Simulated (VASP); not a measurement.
# MgO (rocksalt type) (Fm-3m) in VASP: further runs

MgO (rocksalt type) is run at these levels: LDA; tasks: single point.

Everything below comes from runs of VASP 6.6.1. Logs are shortened: lines on timing, memory, paths and dates and some standing lists are left out, and cuts for length are marked.

## (1) The cell of the first run

It takes space group Fm-3m (No. 225, cubic). The conventional cell has a = 3.584 Å, b = 3.584 Å, c = 3.584 Å, α = 90.00°, β = 90.00°, γ = 90.00°. Within 2.4 Å of Mg (site symmetry m-3m) lie 6 O at 1.79 Å. Within 2.4 Å of O (site symmetry m-3m) lie 6 Mg at 1.79 Å.

## (2) Single point, LDA (5.76 Å³/atom)

Contents of INCAR:

```
ALGO = Normal ; EDIFF = 1E-6
ENCUT = 600 ; GGA = CA
GGA_COMPAT = False ; ISIF = 2
ISMEAR = -1 ; LASPH = True
LCHARG = False ; LREAL = False
LWAVE = False ; NBANDS = 11
NELM = 120 ; PREC = Accurate
SIGMA = 0.05
```

Contents of KPOINTS:

```
k-points
0
Gamma
  15 15 15
```

Contents of POSCAR:

```
MgO
1.0
    0.0000000000      1.7921641104      1.7921641104
    1.7921641104      0.0000000000      1.7921641104
    1.7921641104      1.7921641104      0.0000000000
Mg O
1 1
Direct
    0.0000000000      0.0000000000      0.0000000000
    0.5000000000      0.5000000000      0.5000000000
```

Potentials or basis: VASP PAW LDA potentials, release 64 (Mg, O).

Started as:

```
cat potpaw_LDA.64/Mg/POTCAR potpaw_LDA.64/O/POTCAR > POTCAR
mpirun -np 1 vasp_std > vasp.out
```

OUTCAR:

```text
EDIFF = 1E-6
   ENCUT = 600
   GGA = CA
   ISIF = 2
   ISMEAR = -1
   LASPH = True
   LREAL = False
   NELM = 120
   PREC = Accurate

 ion  position               nearest neighbor table
   1  0.000  0.000  0.000-   2 1.79   2 1.79   2 1.79   2 1.79   2 1.79   2 1.79
   2  0.500  0.500  0.500-   1 1.79   1 1.79   1 1.79   1 1.79   1 1.79   1 1.79

  LATTYP: Found a face centered cubic cell.
 ALAT       =     3.5843282208

  Lattice vectors:

 A1 = (   0.0000000000,   1.7921641104,   1.7921641104)
 A2 = (   1.7921641104,   0.0000000000,   1.7921641104)
 A3 = (   1.7921641104,   1.7921641104,   0.0000000000)

Analysis of symmetry for initial positions (statically):
=====================================================================
 Subroutine PRICEL returns:
 Original cell was already a primitive cell.

 Routine SETGRP: Setting up the symmetry group for a
 face centered cubic supercell.

 Subroutine GETGRP returns: Found 48 space group operations
 (whereof 48 operations were pure point group operations)
 out of a pool of 48 trial point group operations.

The static configuration has the point symmetry O_h .

Analysis of symmetry for dynamics (positions and initial velocities):
=====================================================================
 Subroutine PRICEL returns:
 Original cell was already a primitive cell.

 Routine SETGRP: Setting up the symmetry group for a
 face centered cubic supercell.

 Subroutine GETGRP returns: Found 48 space group operations
 (whereof 48 operations were pure point group operations)
 out of a pool of 48 trial point group operations.

The dynamic configuration has the point symmetry O_h .

 Subroutine INISYM returns: Found 48 space group operations
 (whereof 48 operations are pure point group operations),
 and found     1 'primitive' translations

----------------------------------------------------------------------------------------

                                     Primitive cell

  volume of cell :      11.5123

  direct lattice vectors                    reciprocal lattice vectors
     0.000000000  1.792164110  1.792164110    -0.278992307  0.278992307  0.278992307
     1.792164110  0.000000000  1.792164110     0.278992307 -0.278992307  0.278992307
     1.792164110  1.792164110  0.000000000     0.278992307  0.278992307 -0.278992307

  length of vectors
     2.534502791  2.534502791  2.534502791     0.483228851  0.483228851  0.483228851

  position of ions in fractional coordinates (direct lattice)
     0.000000000  0.000000000  0.000000000
     0.500000000  0.500000000  0.500000000

  ion indices of the primitive-cell ions
   primitive index   ion index
                 1           1
                 2           2

----------------------------------------------------------------------------------------

 KPOINTS: k-points

Automatic generation of k-mesh.
 Grid dimensions read from file:
 generate k-points for:   15   15   15

 Generating k-lattice:

  Cartesian coordinates                     Fractional coordinates (reciprocal lattice)
    -0.018599487  0.018599487  0.018599487     0.066666667  0.000000000  0.000000000
     0.018599487 -0.018599487  0.018599487     0.000000000  0.066666667  0.000000000
     0.018599487  0.018599487 -0.018599487     0.000000000  0.000000000  0.066666667

  Length of vectors
     0.032215257  0.032215257  0.032215257

  Shift w.r.t. Gamma in fractional coordinates (k-lattice)
     0.000000000  0.000000000  0.000000000

 Subroutine IBZKPT returns following result:
 ===========================================

 Found    120 irreducible k-points:

 Following reciprocal coordinates:
            Coordinates               Weight
  0.000000  0.000000  0.000000      1.000000
  0.066667  0.000000  0.000000      8.000000
  0.133333  0.000000  0.000000      8.000000
  0.200000  0.000000  0.000000      8.000000
  0.266667  0.000000  0.000000      8.000000
  0.333333  0.000000  0.000000      8.000000
[... 16 lines left out ...]
  0.133333  0.133333  0.000000      6.000000
  0.200000  0.133333  0.000000     24.000000
 [... further k-points ...]
   k-points           NKPTS =    120   k-points in BZ     NKDIM =    120   number of bands    NBANDS=     11
   number of dos      NEDOS =    301   number of ions     NIONS =      2
   total plane-waves  NPLWV =   8000
   dimension x,y,z NGX =    20 NGY =   20 NGZ =   20
   dimension x,y,z NGXF=    40 NGYF=   40 NGZF=   40
   ions per type =               1   1
   NGX,Y,Z   is equivalent  to a cutoff of  13.12, 13.12, 13.12 a.u.
   NGXF,Y,Z  is equivalent  to a cutoff of  26.24, 26.24, 26.24 a.u.
 SYSTEM =  unknown system
   PREC   = accura    normal or accurate (medium, high low for compatibility)
   ISTART =      0    job   : 0-new  1-cont  2-samecut
   ICHARG =      2    charge: 1-file 2-atom 10-const
   ISPIN  =      1    spin polarized calculation?
   LNONCOLLINEAR =      F non collinear calculations
   LSORBIT =      F    spin-orbit coupling
   LASPH  =      T    aspherical Exc in radial PAW
   ENCUT  =  600.0 eV  44.10 Ry    6.64 a.u.   5.06  5.06  5.06*2*pi/ulx,y,z
   NELM   =    120;   NELMIN=  2; NELMDL= -5     # of ELM steps
   EDIFF  = 0.1E-05   stopping-criterion for ELM
   LREAL  =      F    real-space projection
   EDIFFG = 0.1E-04   stopping-criterion for IOM
   NSW    =      0    number of steps for IOM
   IBRION =     -1    ionic relax: 0-MD 1-quasi-New 2-CG
   NFREE  =      0    steps in history (QN), initial steepest desc. (CG)
   ISIF   =      2    stress and relaxation
   ISYM   =      2    0-nonsym 1-usesym 2-fastsym
   POTIM  = 0.5000    time-step for ionic-motion
   TEBEG  =    0.0;   TEEND  =   0.0 temperature during run
   PSTRESS=    0.0 pullay stress
   NELECT =       8.0000    total number of electrons
   NUPDOWN=      -1.0000    fix difference up-down
   EMIN   =  10.00;   EMAX   =-10.00  energy-range for DOS
   EFERMI =   0.00;   METHOD = LEGACY
   ISMEAR =    -1;   SIGMA  =   0.05  broadening in eV -4-tet -1-fermi 0-gaus
   EFERMI_NEDOS =   21; number of points for ismear=-14 and -15
   IALGO  =     38    algorithm
   IMIX   =      4    mixing-type and parameters
     AMIX     =   0.40;   BMIX     =  1.00
     AMIX_MAG =   1.60;   BMIX_MAG =  1.00
  volume/ion in A,a.u.               =       5.76        38.84
  Fermi-wavevector in a.u.,A,eV,Ry     =   1.450052  2.740202 28.608320  2.102652
  Thomas-Fermi vector in A             =   2.567709
   LORBIT       =      0    0 simple, 1 ext, 2 COOP (PROOUT), +10 PAW based schemes
   GGA     = CA    functional components
   LHFCALC =     F    Hartree Fock is set to
   AEXX    =    0.0000 exact exchange contribution
   IVDW    =     0    specifies the selected vdW correction
   LEPSILON=     F    determine dielectric tensor
   LRPA    =     F    only Hartree local field effects (RPA)
 non-spin polarized calculation
  energy-cutoff  :      600.00
  volume of cell :       11.51
 maximum number of plane-waves:       392
   NGX = 11   NGY = 11   NGZ = 11

 number of electron       7.9999998 magnetization

 Free energy of the ion-electron system (eV)
  ---------------------------------------------------
  ext. energy  EPLUGINS =         0.00000000
  ---------------------------------------------------
  free energy    TOTEN  =       -10.81477528 eV

  energy without entropy =      -10.81477528  energy(sigma->0) =      -10.81477528

 E-fermi :   8.7889     XC(G=0): -14.1282

 val. band max:        7.7100671919   @ k =   0.0000   0.0000   0.0000
 cond. band min:      16.5459844017   @ k =   0.4667   0.4667   0.0000
 fundamental gap:      8.8359172098
 Fermi energy:         8.7889375774

 k-point     1 :       0.0000    0.0000    0.0000
  band No.  band energies     occupation
      1     -12.5784      2.00000
      2       7.7101      2.00000
      3       7.7101      2.00000
      4       7.7101      2.00000
      5      18.7474      0.00000
      6      25.7069      0.00000
      7      25.7069      0.00000
      8      25.7069      0.00000
      9      31.2215      0.00000
     10      33.6063      0.00000
     11      33.6063      0.00000

 k-point     2 :       0.0667    0.0000    0.0000
  band No.  band energies     occupation
      1     -12.4781      2.00000
      2       7.3404      2.00000
      3       7.6360      2.00000
      4       7.6360      2.00000
      5      19.0037      0.00000
      6      24.9419      0.00000
      7      25.9094      0.00000
      8      25.9094      0.00000
      9      32.4972      0.00000
     10      33.5233      0.00000
     11      33.5233      0.00000

 k-point     3 :       0.1333    0.0000    0.0000
  band No.  band energies     occupation
      1     -12.1845      2.00000
      2       6.3551      2.00000
      3       7.4312      2.00000
      4       7.4312      2.00000
      5      19.5784      0.00000
      6      23.7808      0.00000
      7      26.4782      0.00000
      8      26.4782      0.00000
      9      33.3554      0.00000
     10      33.3554      0.00000
     11      35.1480      0.00000

 k-point     4 :       0.2000    0.0000    0.0000
  band No.  band energies     occupation
      1     -11.7205      2.00000
      2       5.0106      2.00000
      3       7.1424      2.00000
      4       7.1424      2.00000
      5      19.9389      0.00000
      6      23.3115      0.00000
      7      27.2920      0.00000
      8      27.2920      0.00000
      9      33.2912      0.00000
     10      33.2912      0.00000
     11      37.7358      0.00000
[... 239 lines left out ...]
 k-point    22 :      -0.0667    0.0667    0.0000
  band No.  band energies     occupation
      1     -12.3140      2.00000
      2       6.8235      2.00000
      3       7.4399      2.00000
      4       7.5461      2.00000
      5      19.3830      0.00000
      6      24.0272      0.00000
      7      26.1209      0.00000
      8      26.4791      0.00000
      9      33.1419      0.00000
     10      33.6699      0.00000
     11      34.1105      0.00000

 k-point    23 :       0.1333    0.1333    0.0000
  band No.  band energies     occupation
      1     -12.0630      2.00000
      2       6.2099      2.00000
      3       7.2421      2.00000
      4       7.2421      2.00000
      5      19.9763      0.00000
      6      22.4518      0.00000
      7      27.2361      0.00000
      8      27.2361      0.00000
      9      32.0539      0.00000
     10      34.3678      0.00000
     11      36.1393      0.00000

 k-point    24 :       0.2000    0.1333    0.0000
  band No.  band energies     occupation
      1     -11.7318      2.00000
      2       5.3630      2.00000
      3       6.9795      2.00000
      4       7.0013      2.00000
      5      20.5518      0.00000
      6      21.6118      0.00000
      7      27.9565      0.00000
      8      28.0467      0.00000
      9      31.4447      0.00000
     10      34.6999      0.00000
     11      38.3596      0.00000

 [... further k-points ...]
[... 5 lines left out ...]
  --------------------------------------------------------------------------------------
  -------------------------------------------------------------------------------------
  Total       14.0597887     14.0597887     14.0597887      0.0000000      0.0000000     -0.0000000
  in kB     1956.7081511   1956.7081511   1956.7081511      0.0000000      0.0000000     -0.0000000
  external PRESSURE =    1956.7081511 kB  Pullay stress =       0.0000000 kB

 VOLUME and BASIS-vectors are now :
 -----------------------------------------------------------------------------
  energy-cutoff  :      600.00
  volume of cell :       11.51
      direct lattice vectors                 reciprocal lattice vectors
     0.000000000  1.792164110  1.792164110    -0.278992307  0.278992307  0.278992307
     1.792164110  0.000000000  1.792164110     0.278992307 -0.278992307  0.278992307
     1.792164110  1.792164110  0.000000000     0.278992307  0.278992307 -0.278992307

 POSITION                                       TOTAL-FORCE (eV/Angst)
 -----------------------------------------------------------------------------------
      0.00000      0.00000      0.00000        -0.000000     -0.000000     -0.000000
      1.79216      1.79216      1.79216         0.000000      0.000000      0.000000
 -----------------------------------------------------------------------------------
    total drift:                                0.000000      0.000000      0.000000

  FREE ENERGIE OF THE ION-ELECTRON SYSTEM (eV)
  ---------------------------------------------------
  free  energy   TOTEN  =       -10.8147752799 eV

  energy  without entropy=      -10.8147752799  energy(sigma->0) =      -10.81477528
```

It took 13 s on 1 thread of Intel Xeon Platinum 8259CL at 2.50GHz (Skylake/Cascade Lake), shared host; peak memory 0.13 GiB.

Results:

- Free energy: -10.8148 eV
- Pressure: 195.7 GPa
- Band gap on the k mesh: 8.84 eV (least direct gap 10.97 eV)

Caveat: the cell stands under pressure; an odd mesh through Γ misses points on the zone boundary, where band edges can lie.

[end of part 1 of 2]
